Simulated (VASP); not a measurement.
The system is AlN.

```
Al N
1.0
     0.00000    2.18488    2.18488
     2.18488    0.00000    2.18488
     2.18488    2.18488    0.00000
Al N
1 1
Direct
  0.00000 0.00000 0.00000
  0.25000 0.25000 0.25000
```

Base run:

- Program: VASP 6.6.1
- Functional: PBE
- Potentials or basis: VASP PAW PBE potentials, release 64 (Al, N)
- Cutoff: 520 eV
- k mesh: 10 × 10 × 10
- Occupations: gaussian, width 0.01 eV
- Spin: no spin polarisation

Its results: band gap on the k mesh 3.32 eV, indirect (least direct gap 4.19 eV); pressure 4.3 GPa.

Task: The run is repeated on the same cell with these changes: functional from PBE to r2SCAN. What comes out?

Result: Band gap on the k mesh 3.93 eV, indirect (least direct gap 4.88 eV); pressure -0.4 GPa.

r2SCAN gives the wider gap, since meta-GGAs in the generalised Kohn-Sham scheme recover part of the derivative discontinuity.

Caveats: the PAW data sets were made with another functional, which shifts forces and pressure a little (some runs).

A k mesh can miss the band edges.
